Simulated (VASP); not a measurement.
# SnSe (R-3m) in VASP: single point with r2SCAN

Aim: the single point of SnSe with r2SCAN.

Program: VASP 6.6.1. These are calculated values, not measurements. Logs are shortened: lines on timing, memory, paths and dates and some standing lists are left out, and cuts for length are marked.

## Step 1: The cell of the first run

It takes space group R-3m (No. 166, trigonal). The conventional cell has a = 4.203 Å, b = 4.203 Å, c = 10.505 Å, α = 90.00°, β = 90.00°, γ = 120.00°. Sn (site symmetry -3m) has 6 Se at 2.99 Å within 3.9 Å. Within 3.9 Å of Se (site symmetry -3m) lie 6 Sn at 2.99 Å.

## Step 2: Single point, r2SCAN, non-collinear spin, zero start, spin-orbit coupling (epitaxial 111 strain -1.0%)

Contents of POSCAR:

```
SnSe
1.0
    0.0402700820      3.0123621042      3.0123621042
    3.0123621042      0.0402700820      3.0123621042
    3.0123621042      3.0123621042      0.0402700820
Sn Se
1 1
Direct
    0.0000000000      0.0000000000      0.0000000000
    0.5000000000      0.5000000000      0.5000000000
```

Contents of INCAR.step1:

```
SYSTEM = SnSe
PREC = Accurate
ENCUT = 520
ISMEAR = -1
SIGMA = 0.02
LREAL = .False.
LASPH = .True.
NELM = 150
LNONCOLLINEAR = .True.
MAGMOM = 0 0 0 0 0 0
LSORBIT = .True.
GGA_COMPAT = .False.
NBANDS = 32
GGA = PE
ALGO = Normal
EDIFF = 1E-4
LWAVE = .True.
LCHARG = .False.
```

Contents of INCAR.step2:

```
SYSTEM = SnSe
PREC = Accurate
ENCUT = 520
EDIFF = 1E-6
ISMEAR = -1
SIGMA = 0.02
LREAL = .False.
LASPH = .True.
NELM = 150
ALGO = Normal
ISIF = 2
LWAVE = .False.
LCHARG = .False.
LNONCOLLINEAR = .True.
MAGMOM = 0 0 0 0 0 0
LORBIT = 11
LSORBIT = .True.
GGA_COMPAT = .False.
LORBMOM = .True.
METAGGA = R2SCAN
LMIXTAU = .True.
NBANDS = 32
ISTART = 1
```

Contents of KPOINTS:

```
regular mesh
0
Gamma
  8 8 8
  0 0 0
```

Potentials or basis: VASP PAW PBE potentials, release 64 (Sn_d, Se).

On the command line:

```bash
cat potpaw_PBE.64/Sn_d/POTCAR potpaw_PBE.64/Se/POTCAR > POTCAR
cp INCAR.step1 INCAR
mpirun -np 1 vasp_ncl > vasp.out
cp INCAR.step2 INCAR
mpirun -np 1 vasp_ncl > vasp.out
```

OUTCAR:

```text
SYSTEM = SnSe
   PREC = Accurate
   ENCUT = 520
   EDIFF = 1E-6
   ISMEAR = -1
   LREAL = .False.
   LASPH = .True.
   NELM = 150
   ISIF = 2
   LNONCOLLINEAR = .True.
   LORBIT = 11
   LSORBIT = .True.
   METAGGA = R2SCAN
   ISTART = 1

 ion  position               nearest neighbor table
   1  0.000  0.000  0.000-   2 2.99   2 2.99   2 2.99   2 2.99   2 2.99   2 2.99
   2  0.500  0.500  0.500-   1 2.99   1 2.99   1 2.99   1 2.99   1 2.99   1 2.99

  LATTYP: Found a trigonal (rhomboedric) cell.
 ALAT       =     4.2603136707
 COS(alpha) =     0.5133224059

  Lattice vectors:

 A1 = (   0.0402700820,   3.0123621042,   3.0123621042)
 A2 = (   3.0123621042,   0.0402700820,   3.0123621042)
 A3 = (   3.0123621042,   3.0123621042,   0.0402700820)

Analysis of symmetry for initial positions (statically):
=====================================================================
 Subroutine PRICEL returns:
 Original cell was already a primitive cell.

 Routine SETGRP: Setting up the symmetry group for a
 trigonal (rhombohedral) supercell.

 Subroutine GETGRP returns: Found 12 space group operations
 (whereof 12 operations were pure point group operations)
 out of a pool of 12 trial point group operations.

The static configuration has the point symmetry D_3d.

Analysis of symmetry for dynamics (positions and initial velocities):
=====================================================================
 Subroutine PRICEL returns:
 Original cell was already a primitive cell.

 Routine SETGRP: Setting up the symmetry group for a
 trigonal (rhombohedral) supercell.

 Subroutine GETGRP returns: Found 12 space group operations
 (whereof 12 operations were pure point group operations)
 out of a pool of 12 trial point group operations.

The dynamic configuration has the point symmetry D_3d.

Analysis of structural, dynamic, and magnetic symmetry:
=====================================================================
 Subroutine PRICEL returns:
 Original cell was already a primitive cell.

 Routine SETGRP: Setting up the symmetry group for a
 trigonal (rhombohedral) supercell.

 Subroutine GETGRP returns: Found 12 space group operations
 (whereof 12 operations were pure point group operations)
 out of a pool of 12 trial point group operations.

The overall configuration has the point symmetry D_3d.

 Subroutine INISYM returns: Found 12 space group operations
 (whereof 12 operations are pure point group operations),
 and found     1 'primitive' translations

----------------------------------------------------------------------------------------

                                     Primitive cell

  volume of cell :      53.5741

  direct lattice vectors                    reciprocal lattice vectors
     0.040270082  3.012362104  3.012362104    -0.169348686  0.167114651  0.167114651
     3.012362104  0.040270082  3.012362104     0.167114651 -0.169348686  0.167114651
     3.012362104  3.012362104  0.040270082     0.167114651  0.167114651 -0.169348686

  length of vectors
     4.260313671  4.260313671  4.260313671     0.290746609  0.290746609  0.290746609

  position of ions in fractional coordinates (direct lattice)
     0.000000000  0.000000000  0.000000000
     0.500000000  0.500000000  0.500000000

  ion indices of the primitive-cell ions
   primitive index   ion index
                 1           1
                 2           2

----------------------------------------------------------------------------------------

 KPOINTS: regular mesh

Automatic generation of k-mesh.
 Grid dimensions read from file:
 generate k-points for:    8    8    8

 Generating k-lattice:

  Cartesian coordinates                     Fractional coordinates (reciprocal lattice)
    -0.021168586  0.020889331  0.020889331     0.125000000  0.000000000  0.000000000
     0.020889331 -0.021168586  0.020889331     0.000000000  0.125000000  0.000000000
     0.020889331  0.020889331 -0.021168586     0.000000000  0.000000000  0.125000000

  Length of vectors
     0.036343326  0.036343326  0.036343326

  Shift w.r.t. Gamma in fractional coordinates (k-lattice)
     0.000000000  0.000000000  0.000000000

 Subroutine IBZKPT returns following result:
 ===========================================

 Found     65 irreducible k-points:

 Following reciprocal coordinates:
            Coordinates               Weight
  0.000000  0.000000  0.000000      1.000000
  0.125000  0.000000  0.000000      6.000000
  0.250000  0.000000  0.000000      6.000000
  0.375000 -0.000000 -0.000000      6.000000
  0.500000  0.000000  0.000000      3.000000
  0.125000  0.125000 -0.000000      6.000000
[... 49 lines left out ...]
   NUPDOWN=      -1.0000    fix difference up-down
   EMIN   =  10.00;   EMAX   =-10.00  energy-range for DOS
   EFERMI =   0.00;   METHOD = LEGACY
   ISMEAR =    -1;   SIGMA  =   0.02  broadening in eV -4-tet -1-fermi 0-gaus
   EFERMI_NEDOS =   21; number of points for ismear=-14 and -15
   IALGO  =     38    algorithm
   IMIX   =      4    mixing-type and parameters
     AMIX     =   0.40;   BMIX     =  1.00
     AMIX_MAG =   1.60;   BMIX_MAG =  1.00
  volume/ion in A,a.u.               =      26.79       180.77
  Fermi-wavevector in a.u.,A,eV,Ry     =   1.178781  2.227573 18.905637  1.389525
  Thomas-Fermi vector in A             =   2.315104
   LORBIT       =     11    0 simple, 1 ext, 2 COOP (PROOUT), +10 PAW based schemes
   METAGGA = R2SCAN    functional components
   LHFCALC =     F    Hartree Fock is set to
   AEXX    =    0.0000 exact exchange contribution
   IVDW    =     0    specifies the selected vdW correction
   LEPSILON=     F    determine dielectric tensor
   LRPA    =     F    only Hartree local field effects (RPA)
  energy-cutoff  :      520.00
  volume of cell :       53.57
 maximum number of plane-waves:      2932
   NGX = 15   NGY = 15   NGZ = 15

 number of electron      20.0000006 magnetization       0.0000000     -0.0000000      0.0000000

 number of electron      20.0000006 magnetization       0.0000000      0.0000000      0.0000000

 number of electron      20.0000006 magnetization      -0.0000000      0.0000000     -0.0000000

 Free energy of the ion-electron system (eV)
  ---------------------------------------------------
  ext. energy  EPLUGINS =         0.00000000
  ---------------------------------------------------
  free energy    TOTEN  =       -39.93549002 eV

  energy without entropy =      -39.93548996  energy(sigma->0) =      -39.93548999

 E-fermi :   6.1730     XC(G=0): -10.2788

 val. band max:        5.9658541704   @ k =   0.5000   0.5000   0.5000
 cond. band min:       6.4055472301   @ k =   0.5000   0.0000   0.0000
 fundamental gap:      0.4396930597
 Fermi energy:         6.1730180617

 k-point     1 :       0.0000    0.0000    0.0000
  band No.  band energies     occupation
      1     -17.2511      1.00000
      2     -17.2511      1.00000
      3     -17.2490      1.00000
      4     -17.2490      1.00000
      5     -16.2115      1.00000
      6     -16.2115      1.00000
[... 829 lines left out ...]
     31      15.1686      0.00000
     32      15.1686      0.00000

 [... further k-points ...]

------------------------ aborting loop because EDIFF is reached ----------------------------------------

  FORCE on cell =-STRESS in cart. coord.  units (eV):
  Direction    XX          YY          ZZ          XY          YZ          ZX
  --------------------------------------------------------------------------------------
  -------------------------------------------------------------------------------------
  Total        0.2759918      0.2759918      0.2759918     -0.0887994     -0.0887994     -0.0887994
  in kB        8.2537597      8.2537597      8.2537597     -2.6556199     -2.6556199     -2.6556199
  external PRESSURE =       8.2537597 kB  Pullay stress =       0.0000000 kB

 VOLUME and BASIS-vectors are now :
 -----------------------------------------------------------------------------
  energy-cutoff  :      520.00
  volume of cell :       53.57
      direct lattice vectors                 reciprocal lattice vectors
     0.040270082  3.012362104  3.012362104    -0.169348686  0.167114651  0.167114651
     3.012362104  0.040270082  3.012362104     0.167114651 -0.169348686  0.167114651
     3.012362104  3.012362104  0.040270082     0.167114651  0.167114651 -0.169348686

 POSITION                                       TOTAL-FORCE (eV/Angst)
 -----------------------------------------------------------------------------------
      0.00000      0.00000      0.00000        -0.000000     -0.000000      0.000000
      3.03250      3.03250      3.03250         0.000000      0.000000     -0.000000
 -----------------------------------------------------------------------------------
    total drift:                                0.000000     -0.000000     -0.000000

  FREE ENERGIE OF THE ION-ELECTRON SYSTEM (eV)
  ---------------------------------------------------
  free  energy   TOTEN  =       -39.9354900187 eV

  energy  without entropy=      -39.9354899579  energy(sigma->0) =      -39.93548999

 orbital moment (x)

 # of ion     p       d       tot
 ----------------------------------------
  1        -0.000   0.000  -0.000
  2         0.000  -0.000   0.000
 ----------------------------------------
            0.000   0.000   0.000

 orbital moment (y)

 # of ion     p       d       tot
 ----------------------------------------
  1         0.000  -0.000   0.000
  2        -0.000   0.000  -0.000
 ----------------------------------------
           -0.000  -0.000  -0.000

 orbital moment (z)

 # of ion     p       d       tot
 ----------------------------------------
  1         0.000  -0.000  -0.000
  2         0.000   0.000   0.000
 ----------------------------------------
            0.000  -0.000  -0.000

 Spin-Orbit-Coupling matrix elements

 Ion:    1  E_soc:     -0.0834808
 l=   1
     0.0000000    -0.0079436    -0.0079436
    -0.0079436     0.0000000    -0.0079436
    -0.0079436    -0.0079436     0.0000000
 l=   2
     0.0000000    -0.0011917     0.0000000    -0.0011917    -0.0047782
    -0.0011917     0.0000000    -0.0035837    -0.0011917    -0.0011946
     0.0000000    -0.0035837     0.0000000    -0.0035837     0.0000000
    -0.0011917    -0.0011917    -0.0035837     0.0000000    -0.0011946
    -0.0047782    -0.0011946     0.0000000    -0.0011946     0.0000000
 l=   3
     0.0000000     0.0000000     0.0000000     0.0000000     0.0000000     0.0000000     0.0000000
     0.0000000     0.0000000     0.0000000     0.0000000     0.0000000     0.0000000     0.0000000
     0.0000000     0.0000000     0.0000000     0.0000000     0.0000000     0.0000000     0.0000000
     0.0000000     0.0000000     0.0000000     0.0000000     0.0000000     0.0000000     0.0000000
     0.0000000     0.0000000     0.0000000     0.0000000     0.0000000     0.0000000     0.0000000
     0.0000000     0.0000000     0.0000000     0.0000000     0.0000000     0.0000000     0.0000000
     0.0000000     0.0000000     0.0000000     0.0000000     0.0000000     0.0000000     0.0000000

 Ion:    2  E_soc:     -0.0399263
 l=   1
     0.0000000    -0.0066640    -0.0066640
    -0.0066640     0.0000000    -0.0066640
    -0.0066640    -0.0066640     0.0000000
 l=   2
     0.0000000    -0.0000016     0.0000000    -0.0000016     0.0000112
    -0.0000016     0.0000000     0.0000084    -0.0000016     0.0000028
     0.0000000     0.0000084     0.0000000     0.0000084     0.0000000
    -0.0000016    -0.0000016     0.0000084     0.0000000     0.0000028
     0.0000112     0.0000028     0.0000000     0.0000028     0.0000000
 l=   3
     0.0000000     0.0000000     0.0000000     0.0000000     0.0000000     0.0000000     0.0000000
     0.0000000     0.0000000     0.0000000     0.0000000     0.0000000     0.0000000     0.0000000
     0.0000000     0.0000000     0.0000000     0.0000000     0.0000000     0.0000000     0.0000000
     0.0000000     0.0000000     0.0000000     0.0000000     0.0000000     0.0000000     0.0000000
     0.0000000     0.0000000     0.0000000     0.0000000     0.0000000     0.0000000     0.0000000
     0.0000000     0.0000000     0.0000000     0.0000000     0.0000000     0.0000000     0.0000000
     0.0000000     0.0000000     0.0000000     0.0000000     0.0000000     0.0000000     0.0000000

 total charge

# of ion       s       p       d       tot
------------------------------------------
    1        1.366   0.691   9.990  12.048
    2        1.474   2.348   0.029   3.851
--------------------------------------------------
tot          2.841   3.040  10.019  15.899

 magnetization (x)

# of ion       s       p       d       tot
------------------------------------------
    1        0.000   0.000  -0.000  -0.000
    2        0.000  -0.000  -0.000  -0.000
--------------------------------------------------
tot          0.000  -0.000  -0.000  -0.000

 magnetization (y)

# of ion       s       p       d       tot
------------------------------------------
    1        0.000  -0.000   0.000  -0.000
    2        0.000   0.000  -0.000   0.000
--------------------------------------------------
tot          0.000   0.000  -0.000  -0.000

 magnetization (z)

# of ion       s       p       d       tot
------------------------------------------
    1        0.000   0.000   0.000   0.000
    2       -0.000   0.000  -0.000  -0.000
--------------------------------------------------
tot         -0.000   0.000  -0.000  -0.000
```

Run time: 9.5 min. Hardware: 1 thread of AMD EPYC 9R45 (Zen 5), shared host; peak memory 0.43 GiB.

Results:

```yaml
Free_energy: -39.9355 eV
Pressure: 0.8 GPa
Net_moment: 0.00 μB per cell
Valence_electrons_inside_the_program's_atomic_spheres: Sn 12.05; Se 3.85
```

Moments on the atoms (μB; x, y, z):
```
Sn  0.00 0.00 0.00
Se  0.00 0.00 0.00
```

Caveat: the cell differs from its parent crystal (epitaxial 111 strain -1.0%); the structure was generated, so it needn't be the stable form of SnSe; the PAW data sets were made with another functional, which shifts forces and pressure a little.
